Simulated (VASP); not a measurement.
Runs of VASP 6.6.1 on BaZrO3. The structure is that of space group Pm-3m (No. 221), or close to it. The cells are those of the table. 

| cell | gap on the mesh (eV) | pressure (GPa) |
| --- | --- | --- |
| a = 4.246 Å, 5 atoms | 3.10 | -1.1 |
| a = 4.287 Å, 5 atoms | (a) | -5.0 |
| a = 4.163 Å, 5 atoms | 3.23 | 8.7 |
| a = 4.205 Å, 5 atoms | (b) | 3.4 |

Alike in all rows: task single point; level PBE; potentials or basis VASP PAW PBE potentials, release 64 (Ba_sv, Zr_sv, O); no spin polarisation; k mesh 6 × 6 × 6; cutoff (eV) 520; smearing gaussian 0.01 eV.

Task: Estimate the missing entries.

Result: (a) 3.03; (b) 3.17.

Caveats: spin-orbit coupling is left out, which moves the levels of the heavy elements.

A k mesh can miss the band edges, and the runs leave out spin-orbit coupling on Ba, Zr.
